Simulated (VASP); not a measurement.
# PbSe (Cm) in VASP: single point with PBE

Aim: the single point of PbSe with PBE.

Everything below comes from runs of VASP 6.6.1. Logs are shortened: lines on timing, memory, paths and dates and some standing lists are left out, and cuts for length are marked.

### 1 The cell of the first run

Symmetry: Cm, No. 8, monoclinic system. Conventional cell: a = 6.613 Å, b = 6.566 Å, c = 12.300 Å, α = 90.00°, β = 98.86°, γ = 90.00°. Pb (site symmetry m) has 4 Se at 2.51 to 3.30 Å within 3.4 Å. Pb (site symmetry m) has 5 Se at 2.81 to 3.42 Å within 3.7 Å. Se (site symmetry m) has 5 Pb at 2.81 to 3.68 Å and 1 Se at 3.57 Å within 3.7 Å. Within 3.6 Å of Se (site symmetry m) lie 5 Pb at 2.51 to 3.42 Å and 1 Se at 3.57 Å.

### 2 Single point, PBE (strained and its atoms moved)

The input, INCAR:

```
PREC = Accurate ; ENCUT = 520
EDIFF = 1E-7 ; ISMEAR = 0
SIGMA = 0.02 ; LREAL = F
LASPH = T ; NELM = 100
ALGO = Normal ; ISIF = 2
LWAVE = F ; LCHARG = T
GGA = PE ; LELF = T
LVHAR = T ; NBANDS = 28
```

The input, KPOINTS:

```
Automatic mesh
0
Gamma
  6 6 6
```

The input, POSCAR:

```
PbSe
1.0
    0.0000000000     12.0265266782      2.5812939358
    3.2830700064     -0.1875265200      3.3013418758
    3.2830700064     12.2140531982     -0.7200479400
Pb Se
2 2
Direct
    0.1746924878      0.7819176815      0.2180823185
    0.7955173424      0.1778935755      0.8221064245
    0.7308693644      0.3382694964      0.6617305036
    0.2649218053      0.6679202466      0.3320797534
```

Potentials or basis: VASP PAW PBE potentials, release 64 (Pb_d, Se).

Command:

```sh
cat potpaw_PBE.64/Pb_d/POTCAR potpaw_PBE.64/Se/POTCAR > POTCAR
mpirun -np 1 vasp_std > vasp.out
```

OUTCAR:

```text
PREC = Accurate
   ENCUT = 520
   EDIFF = 1E-7
   ISMEAR = 0
   LREAL = F
   LASPH = T
   NELM = 100
   ISIF = 2
   GGA = PE

 ion  position               nearest neighbor table
   1  0.175  0.782  0.218-   4 2.51   3 2.93   3 3.30   3 3.30   2 4.09
   2  0.796  0.178  0.822-   3 2.81   4 3.21   4 3.29   4 3.29   4 3.42   1 4.09
   3  0.731  0.338  0.662-   2 2.81   1 2.93   1 3.30   1 3.30
   4  0.265  0.668  0.332-   1 2.51   2 3.21   2 3.29   2 3.29   2 3.42

  LATTYP: Found a base centered monoclinic cell.
 ALAT       =     6.6133272644
 B/A-ratio  =     0.9928648244
 C/A-ratio  =     1.8599448012
 COS(beta)  =    -0.1540674416

  Lattice vectors:

 A1 = (   3.2830700064,   0.1875265200,  -3.3013418758)
 A2 = (  -3.2830700064,   0.1875265200,  -3.3013418758)
 A3 = (   0.0000000000,  12.0265266782,   2.5812939358)

Analysis of symmetry for initial positions (statically):
=====================================================================
 Subroutine PRICEL returns:
 Original cell was already a primitive cell.

 Routine SETGRP: Setting up the symmetry group for a
 base centered monoclinic supercell.

 Subroutine GETGRP returns: Found  2 space group operations
 (whereof  2 operations were pure point group operations)
 out of a pool of  4 trial point group operations.

The static configuration has the point symmetry C_1h.

Analysis of symmetry for dynamics (positions and initial velocities):
=====================================================================
 Subroutine PRICEL returns:
 Original cell was already a primitive cell.

 Routine SETGRP: Setting up the symmetry group for a
 base centered monoclinic supercell.

 Subroutine GETGRP returns: Found  2 space group operations
 (whereof  2 operations were pure point group operations)
 out of a pool of  4 trial point group operations.

The dynamic configuration has the point symmetry C_1h.

 Subroutine INISYM returns: Found  2 space group operations
 (whereof  2 operations are pure point group operations),
 and found     1 'primitive' translations

----------------------------------------------------------------------------------------

                                     Primitive cell

  volume of cell :     263.8783

  direct lattice vectors                    reciprocal lattice vectors
     0.000000000 12.026526678  2.581293936    -0.152296478  0.050032548  0.154295571
     3.283070006 -0.187526520  3.301341876     0.152296478 -0.032115443  0.149629309
[... 91 lines left out ...]
   EDIFFG = 0.1E-05   stopping-criterion for IOM
   NSW    =      0    number of steps for IOM
   IBRION =     -1    ionic relax: 0-MD 1-quasi-New 2-CG
   NFREE  =      0    steps in history (QN), initial steepest desc. (CG)
   ISIF   =      2    stress and relaxation
   ISYM   =      2    0-nonsym 1-usesym 2-fastsym
   POTIM  = 0.5000    time-step for ionic-motion
   TEBEG  =    0.0;   TEEND  =   0.0 temperature during run
   PSTRESS=    0.0 pullay stress
   NELECT =      40.0000    total number of electrons
   NUPDOWN=      -1.0000    fix difference up-down
   EMIN   =  10.00;   EMAX   =-10.00  energy-range for DOS
   EFERMI =   0.00;   METHOD = LEGACY
   ISMEAR =     0;   SIGMA  =   0.02  broadening in eV -4-tet -1-fermi 0-gaus
   EFERMI_NEDOS =   21; number of points for ismear=-14 and -15
   IALGO  =     38    algorithm
   IMIX   =      4    mixing-type and parameters
     AMIX     =   0.40;   BMIX     =  1.00
     AMIX_MAG =   1.60;   BMIX_MAG =  1.00
  volume/ion in A,a.u.               =      65.97       445.18
  Fermi-wavevector in a.u.,A,eV,Ry     =   0.872891  1.649526 10.366817  0.761940
  Thomas-Fermi vector in A             =   1.992205
   LORBIT       =      0    0 simple, 1 ext, 2 COOP (PROOUT), +10 PAW based schemes
   GGA     = PE    functional components
   LHFCALC =     F    Hartree Fock is set to
   AEXX    =    0.0000 exact exchange contribution
   IVDW    =     0    specifies the selected vdW correction
   LEPSILON=     F    determine dielectric tensor
   LRPA    =     F    only Hartree local field effects (RPA)
 non-spin polarized calculation
 Gauss-broadening in eV      SIGMA  =   0.02
  energy-cutoff  :      520.00
  volume of cell :      263.88
 maximum number of plane-waves:      7146
 NGX is ok and might be reduce to    96
   NGX = 45   NGY = 17   NGZ = 47

 number of electron      39.9999997 magnetization

 Free energy of the ion-electron system (eV)
  ---------------------------------------------------
  ext. energy  EPLUGINS =         0.00000000
  ---------------------------------------------------
  free energy    TOTEN  =       -15.31021505 eV

  energy without entropy =      -15.31021505  energy(sigma->0) =      -15.31021505

 E-fermi :  -0.6693     XC(G=0):  -5.1658

 val. band max:       -0.7729500594   @ k =   0.0000   0.0000   0.0000
 cond. band min:       0.3797114891   @ k =   0.0000   0.5000   0.0000
 fundamental gap:      1.1526615485
 Fermi energy:        -0.6693276581

 k-point     1 :       0.0000    0.0000    0.0000
  band No.  band energies     occupation
      1     -17.5025      2.00000
      2     -17.4896      2.00000
      3     -17.4442      2.00000
      4     -17.4041      2.00000
      5     -17.4015      2.00000
      6     -17.0745      2.00000
[... 733 lines left out ...]
     27       4.8983      0.00000
     28       5.6975      0.00000

 [... further k-points ...]

------------------------ aborting loop because EDIFF is reached ----------------------------------------

  FORCE on cell =-STRESS in cart. coord.  units (eV):
  Direction    XX          YY          ZZ          XY          YZ          ZX
  --------------------------------------------------------------------------------------
  -------------------------------------------------------------------------------------
  Total       -3.4850151      5.8371520     -1.8117828      0.0000000      1.7796134      0.0000000
  in kB      -21.1597997     35.4411570    -11.0005148      0.0000000     10.8051936      0.0000000
  external PRESSURE =       1.0936142 kB  Pullay stress =       0.0000000 kB

 VOLUME and BASIS-vectors are now :
 -----------------------------------------------------------------------------
  energy-cutoff  :      520.00
  volume of cell :      263.88
      direct lattice vectors                 reciprocal lattice vectors
     0.000000000 12.026526678  2.581293936    -0.152296478  0.050032548  0.154295571
     3.283070006 -0.187526520  3.301341876     0.152296478 -0.032115443  0.149629309
     3.283070006 12.214053198 -0.720047940     0.152296478  0.032115443 -0.149629309

 POSITION                                       TOTAL-FORCE (eV/Angst)
 -----------------------------------------------------------------------------------
      3.28307      4.61798      2.87528         0.000000     -2.387887      0.071349
      3.28307     19.57520      2.04880         0.000000     -0.310015      0.091672
      3.28307     16.80880      2.52685         0.000000     -0.047830     -0.736530
      3.28307      7.11688      2.64976         0.000000      2.745732      0.573509
 -----------------------------------------------------------------------------------
    total drift:                               -0.000001      0.000119     -0.000080

  FREE ENERGIE OF THE ION-ELECTRON SYSTEM (eV)
  ---------------------------------------------------
  free  energy   TOTEN  =       -15.3102150521 eV

  energy  without entropy=      -15.3102150521  energy(sigma->0) =      -15.31021505
```

Run time: 40 min. Hardware: 1 thread of Oxide Virtual Turin-like, shared host; peak memory 0.93 GiB.

What came out:

| Property | Result |
| --- | --- |
| Free energy | -15.3102 eV |
| Pressure | 0.1 GPa |
| Largest force | 2.805 eV/Å |
| Band gap on the k mesh | 1.15 eV (least direct gap 1.29 eV) |

Forces on the atoms (eV/Å):
```
Pb   0.000 -2.388  0.071
Pb   0.000 -0.310  0.092
Se   0.000 -0.048 -0.737
Se   0.000  2.746  0.574
```

Caveat: the cell differs from its parent crystal (strained and its atoms moved); the stress differs along the axes, from -2 to 4 GPa; spin-orbit coupling is left out, which moves the levels of the heavy elements; forces of over 1 eV/Å act on the atoms, so gaps and moduli don't describe the material at rest. A k mesh can miss the band edges.
